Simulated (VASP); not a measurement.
# Rh (R-3m) in VASP: relaxation of cell and atoms with PBE

Aim: the relaxation of cell and atoms of Rh with PBE.

Everything below comes from runs of VASP 6.6.1. Logs are shortened: lines on timing, memory, paths and dates and some standing lists are left out, and cuts for length are marked.

## (1) The cell of the first run

Symmetry: R-3m, No. 166, trigonal system. Conventional cell: a = 2.685 Å, b = 2.685 Å, c = 14.082 Å, α = 90.00°, β = 90.00°, γ = 120.00°. Rh (site symmetry 3m) has 10 Rh at 2.49 to 2.69 Å within 3.3 Å.

## (2) Relaxation of cell and atoms, PBE

The input, INCAR:

```
SYSTEM = Rh
  ALGO = Fast
  EDIFF = 1E-7
  EDIFFG = -0.01
  ENCUT = 600
  GGA = PE
  IBRION = 2
  ISIF = 3
  ISMEAR = 0
  KPAR = 4
  LASPH = .True.
  LCHARG = .False.
  LREAL = .False.
  LWAVE = .False.
  NELM = 100
  NSW = 100
  PREC = Accurate
  SIGMA = 0.1
```

The input, KPOINTS:

```
k-points
0
Gamma
  24 24 24
  0 0 0
```

The input, POSCAR:

```
Rh
1.0
    1.3425440383      0.7751181619      4.6939687990
   -1.3425440383      0.7751181619      4.6939687990
    0.0000000000     -1.5502363238      4.6939687990
Rh
2
Direct
    0.0884216425      0.0884216425      0.0884216425
    0.9115783575      0.9115783575      0.9115783575
```

Potentials or basis: VASP PAW PBE potentials, release 64 (Rh_pv).

On the command line:

```
> cat potpaw_PBE.64/Rh_pv/POTCAR > POTCAR
> mpirun -np 4 vasp_std > vasp.out
```

OUTCAR:

```text
SYSTEM = Rh
   EDIFF = 1E-7
   EDIFFG = -0.01
   ENCUT = 600
   GGA = PE
   IBRION = 2
   ISIF = 3
   ISMEAR = 0
   LASPH = .True.
   LREAL = .False.
   NELM = 100
   NSW = 100
   PREC = Accurate

 ion  position               nearest neighbor table
   1  0.088  0.088  0.088-   2 2.49   2 2.69   2 2.69   2 2.69
   2  0.912  0.912  0.912-   1 2.49   1 2.69   1 2.69   1 2.69

  LATTYP: Found a trigonal (rhomboedric) cell.
 ALAT       =     4.9433364993
 COS(alpha) =     0.8524814186

  Lattice vectors:

 A1 = (   1.3425440383,   0.7751181619,   4.6939687990)
 A2 = (  -1.3425440383,   0.7751181619,   4.6939687990)
 A3 = (   0.0000000000,  -1.5502363238,   4.6939687990)

Analysis of symmetry for initial positions (statically):
=====================================================================
 Subroutine PRICEL returns:
 Original cell was already a primitive cell.

 Routine SETGRP: Setting up the symmetry group for a
 trigonal (rhombohedral) supercell.

 Subroutine GETGRP returns: Found 12 space group operations
 (whereof 12 operations were pure point group operations)
 out of a pool of 12 trial point group operations.

The static configuration has the point symmetry D_3d.

Analysis of symmetry for dynamics (positions and initial velocities):
=====================================================================
 Subroutine PRICEL returns:
 Original cell was already a primitive cell.

 Routine SETGRP: Setting up the symmetry group for a
 trigonal (rhombohedral) supercell.

 Subroutine GETGRP returns: Found 12 space group operations
 (whereof 12 operations were pure point group operations)
 out of a pool of 12 trial point group operations.

The dynamic configuration has the point symmetry D_3d.

 Subroutine INISYM returns: Found 12 space group operations
 (whereof 12 operations are pure point group operations),
 and found     1 'primitive' translations

----------------------------------------------------------------------------------------

                                     Primitive cell

  volume of cell :      29.3081

  direct lattice vectors                    reciprocal lattice vectors
     1.342544038  0.775118162  4.693968799     0.372427262  0.215020980  0.071013112
    -1.342544038  0.775118162  4.693968799    -0.372427262  0.215020980  0.071013112
     0.000000000 -1.550236324  4.693968799     0.000000000 -0.430041960  0.071013112

  length of vectors
     4.943336499  4.943336499  4.943336499     0.435865747  0.435865747  0.435865747

  position of ions in fractional coordinates (direct lattice)
     0.088421643  0.088421643  0.088421643
     0.911578357  0.911578357  0.911578357

  ion indices of the primitive-cell ions
   primitive index   ion index
                 1           1
                 2           2

----------------------------------------------------------------------------------------

 KPOINTS: k-points

Automatic generation of k-mesh.
 Grid dimensions read from file:
 generate k-points for:   24   24   24

 Generating k-lattice:

  Cartesian coordinates                     Fractional coordinates (reciprocal lattice)
     0.015517803  0.008959207  0.002958880     0.041666667 -0.000000000  0.000000000
    -0.015517803  0.008959207  0.002958880    -0.000000000  0.041666667  0.000000000
     0.000000000 -0.017918415  0.002958880     0.000000000  0.000000000  0.041666667

  Length of vectors
     0.018161073  0.018161073  0.018161073

  Shift w.r.t. Gamma in fractional coordinates (k-lattice)
     0.000000000  0.000000000  0.000000000

 Subroutine IBZKPT returns following result:
 ===========================================

 Found   1313 irreducible k-points:

 Following reciprocal coordinates:
            Coordinates               Weight
  0.000000  0.000000  0.000000      1.000000
  0.041667 -0.000000  0.000000      6.000000
  0.083333 -0.000000  0.000000      6.000000
  0.125000 -0.000000  0.000000      6.000000
  0.166667 -0.000000  0.000000      6.000000
  0.208333 -0.000000  0.000000      6.000000
[... 16 lines left out ...]
  0.416667  0.041667  0.000000     12.000000
  0.458333  0.041667  0.000000     12.000000
 [... further k-points ...]
   k-points           NKPTS =   1313   k-points in BZ     NKDIM =   1313   number of bands    NBANDS=     19
   number of dos      NEDOS =    301   number of ions     NIONS =      2
   total plane-waves  NPLWV =  64000
   dimension x,y,z NGX =    40 NGY =   40 NGZ =   40
   dimension x,y,z NGXF=    80 NGYF=   80 NGZF=   80
   ions per type =               2
   NGX,Y,Z   is equivalent  to a cutoff of  13.45, 13.45, 13.45 a.u.
   NGXF,Y,Z  is equivalent  to a cutoff of  26.90, 26.90, 26.90 a.u.
 SYSTEM =  Rh
   PREC   = accura    normal or accurate (medium, high low for compatibility)
   ISTART =      0    job   : 0-new  1-cont  2-samecut
   ICHARG =      2    charge: 1-file 2-atom 10-const
   ISPIN  =      1    spin polarized calculation?
   LNONCOLLINEAR =      F non collinear calculations
   LSORBIT =      F    spin-orbit coupling
   LASPH  =      T    aspherical Exc in radial PAW
   ENCUT  =  600.0 eV  44.10 Ry    6.64 a.u.   9.87  9.87  9.87*2*pi/ulx,y,z
   NELM   =    100;   NELMIN=  2; NELMDL= -5     # of ELM steps
   EDIFF  = 0.1E-06   stopping-criterion for ELM
   LREAL  =      F    real-space projection
   EDIFFG = -.1E-01   stopping-criterion for IOM
   NSW    =    100    number of steps for IOM
   IBRION =      2    ionic relax: 0-MD 1-quasi-New 2-CG
   NFREE  =      1    steps in history (QN), initial steepest desc. (CG)
   ISIF   =      3    stress and relaxation
   ISYM   =      2    0-nonsym 1-usesym 2-fastsym
   POTIM  = 0.5000    time-step for ionic-motion
   TEBEG  =    0.0;   TEEND  =   0.0 temperature during run
   PSTRESS=    0.0 pullay stress
   NELECT =      30.0000    total number of electrons
   NUPDOWN=      -1.0000    fix difference up-down
   EMIN   =  10.00;   EMAX   =-10.00  energy-range for DOS
   EFERMI =   0.00;   METHOD = LEGACY
   ISMEAR =     0;   SIGMA  =   0.10  broadening in eV -4-tet -1-fermi 0-gaus
   EFERMI_NEDOS =   21; number of points for ismear=-14 and -15
   IALGO  =     68    algorithm
   IMIX   =      4    mixing-type and parameters
     AMIX     =   0.40;   BMIX     =  1.00
     AMIX_MAG =   1.60;   BMIX_MAG =  1.00
  volume/ion in A,a.u.               =      14.65        98.89
  Fermi-wavevector in a.u.,A,eV,Ry     =   1.649881  3.117823 37.036517  2.722107
  Thomas-Fermi vector in A             =   2.738925
   LORBIT       =      0    0 simple, 1 ext, 2 COOP (PROOUT), +10 PAW based schemes
   GGA     = PE    functional components
   LHFCALC =     F    Hartree Fock is set to
   AEXX    =    0.0000 exact exchange contribution
   IVDW    =     0    specifies the selected vdW correction
   LEPSILON=     F    determine dielectric tensor
   LRPA    =     F    only Hartree local field effects (RPA)
 conjugate gradient relaxation of ions
 non-spin polarized calculation
 RMM-DIIS sequential band-by-band and
 Gauss-broadening in eV      SIGMA  =   0.10
  energy-cutoff  :      600.00
  volume of cell :       29.31
 maximum number of plane-waves:      1004
   NGX = 19   NGY = 19   NGZ = 19

--------------------------------------- Ionic step        1  -------------------------------------------

 number of electron      30.0000000 magnetization

 Free energy of the ion-electron system (eV)
  ---------------------------------------------------
  ext. energy  EPLUGINS =         0.00000000
  ---------------------------------------------------
  free energy    TOTEN  =       -14.17457285 eV

  energy without entropy =      -14.16252619  energy(sigma->0) =      -14.16854952

------------------------ aborting loop because EDIFF is reached ----------------------------------------

  FORCE on cell =-STRESS in cart. coord.  units (eV):
  Direction    XX          YY          ZZ          XY          YZ          ZX
  --------------------------------------------------------------------------------------
  -------------------------------------------------------------------------------------
  Total       -0.1150499     -0.1150499     -0.0013058     -0.0000000     -0.0000000      0.0000000
  in kB       -6.2893970     -6.2893970     -0.0713839     -0.0000000     -0.0000000      0.0000000
  external PRESSURE =      -4.2167259 kB  Pullay stress =       0.0000000 kB

 VOLUME and BASIS-vectors are now :
 -----------------------------------------------------------------------------
  energy-cutoff  :      600.00
  volume of cell :       29.31
      direct lattice vectors                 reciprocal lattice vectors
     1.342544038  0.775118162  4.693968799     0.372427262  0.215020980  0.071013112
    -1.342544038  0.775118162  4.693968799    -0.372427262  0.215020980  0.071013112
     0.000000000 -1.550236324  4.693968799     0.000000000 -0.430041960  0.071013112
[... 109 lines left out ...]
 POSITION                                       TOTAL-FORCE (eV/Angst)
 -----------------------------------------------------------------------------------
      0.00000      0.00000      1.24586        -0.000000     -0.000000     -0.003983
      0.00000      0.00000     12.84937         0.000000      0.000000      0.003983
 -----------------------------------------------------------------------------------
    total drift:                                0.000000      0.000000     -0.000000

  FREE ENERGIE OF THE ION-ELECTRON SYSTEM (eV)
  ---------------------------------------------------
  free  energy   TOTEN  =       -14.1747101925 eV

  energy  without entropy=      -14.1627263659  energy(sigma->0) =      -14.16871828

--------------------------------------- Ionic step        5  -------------------------------------------

 number of electron      30.0000000 magnetization

 Free energy of the ion-electron system (eV)
  ---------------------------------------------------
  ext. energy  EPLUGINS =         0.00000000
  ---------------------------------------------------
  free energy    TOTEN  =       -14.17471487 eV

  energy without entropy =      -14.16272984  energy(sigma->0) =      -14.16872235

 E-fermi :  10.7067     XC(G=0): -13.5854

 val. band max:       10.7065373288   @ k =  -0.2500  -0.4167   0.1250
 cond. band min:      10.7072175199   @ k =  -0.1667  -0.2500   0.1250
 fundamental gap:      0.0006801911
 Fermi energy:        10.7067003125

 k-point     1 :       0.0000    0.0000    0.0000
  band No.  band energies     occupation
      1     -36.1536      2.00000
      2     -35.4587      2.00000
      3     -35.4587      2.00000
      4     -35.4455      2.00000
      5     -35.4455      2.00000
      6     -35.3859      2.00000
[... 11 lines left out ...]
     18      11.1199      0.00000
     19      17.9797      0.00000
[... 485 lines left out ...]
 k-point    24 :       0.4583    0.0417    0.0000
  band No.  band energies     occupation
      1     -36.0635      2.00000
      2     -36.0419      2.00000
      3     -35.8541      2.00000
      4     -35.6117      2.00000
      5     -35.5696      2.00000
      6     -35.4248      2.00000
[... 11 lines left out ...]
     18      16.1002      0.00000
     19      18.5843      0.00000

 [... further k-points ...]

------------------------ aborting loop because EDIFF is reached ----------------------------------------

  FORCE on cell =-STRESS in cart. coord.  units (eV):
  Direction    XX          YY          ZZ          XY          YZ          ZX
  --------------------------------------------------------------------------------------
  -------------------------------------------------------------------------------------
  Total        0.0003143      0.0003143     -0.0060044     -0.0000000      0.0000000      0.0000000
  in kB        0.0172110      0.0172110     -0.3288488     -0.0000000      0.0000000      0.0000000
  external PRESSURE =      -0.0981423 kB  Pullay stress =       0.0000000 kB

 VOLUME and BASIS-vectors are now :
 -----------------------------------------------------------------------------
  energy-cutoff  :      600.00
  volume of cell :       29.25
      direct lattice vectors                 reciprocal lattice vectors
     1.340888227  0.774162179  4.696846780     0.372887158  0.215286501  0.070969599
    -1.340888227  0.774162179  4.696846780    -0.372887158  0.215286501  0.070969599
     0.000000000 -1.548324358  4.696846780     0.000000000 -0.430573002  0.070969599

 POSITION                                       TOTAL-FORCE (eV/Angst)
 -----------------------------------------------------------------------------------
      0.00000      0.00000      1.24558        -0.000000      0.000000     -0.006449
      0.00000      0.00000     12.84496         0.000000      0.000000      0.006449
 -----------------------------------------------------------------------------------
    total drift:                               -0.000000      0.000000      0.000000

  FREE ENERGIE OF THE ION-ELECTRON SYSTEM (eV)
  ---------------------------------------------------
  free  energy   TOTEN  =       -14.1747148687 eV

  energy  without entropy=      -14.1627298358  energy(sigma->0) =      -14.16872235

 reached required accuracy - stopping structural energy minimisation
```

Wall time 39 min (4 MPI ranks of Oxide Virtual Turin-like, shared host); peak memory 0.84 GiB.

What came out:

| Item | Value |
| --- | --- |
| Free energy | -14.1747 eV |
| Relaxed volume | 14.63 Å³/atom |
| Relaxed cell | a = 4.945 Å, b = 4.945 Å, c = 4.945 Å, α = 31.46°, β = 31.46°, γ = 31.46° |
| Space group after relaxing (to 0.1 Å) | R-3m (No. 166) |
| Energy gained by relaxing | 0.1 meV/atom |
| Ionic steps | 5 |
| Pressure after relaxing | 0.0 GPa |
| Largest force after relaxing | 0.006 eV/Å |
| Band gap on the k mesh | zero (bands 15 and 16 overlap by 2.23 eV) |

Forces on the atoms (eV/Å):
```
Rh   0.000  0.000 -0.006
Rh   0.000  0.000  0.006
```

Step by step:
```tsv
step	energy change (eV)	largest force (eV/Å)	pressure (GPa)	volume (Å³)
1	0.0000	0.0030	-0.42	29.31
2	0.0002	0.0197	0.91	29.14
3	-0.0001	0.0094	0.09	29.24
4	-0.0001	0.0040	-0.06	29.26
5	-0.0001	0.0064	-0.01	29.25
```

Final structure:
```
CELL_PARAMETERS angstrom
1.34089 0.77416 4.69685
-1.34089 0.77416 4.69685
0.00000 -1.54832 4.69685
ATOMIC_POSITIONS crystal
Rh 0.08840 0.08840 0.08840
Rh 0.91160 0.91160 0.91160
```

Levels at points of the mesh, in eV from the Fermi level:
| k point | band 13 | band 14 | band 15 | band 16 | band 17 | band 18 |
| --- | --- | --- | --- | --- | --- | --- |
| (0.00, 0.00, 0.00) | -2.49 | -0.41 | -0.41 | -0.29 | -0.29 | 0.41 |
| (0.50, 0.00, 0.00) | -0.84 | -0.18 | 0.88 | 1.12 | 2.45 | 5.23 |
| (0.50, 0.50, 0.00) | -0.61 | 0.62 | 0.98 | 1.04 | 3.83 | 4.36 |
| (0.50, 0.50, 0.50) | -2.38 | -2.13 | -1.17 | -1.17 | 0.72 | 0.72 |
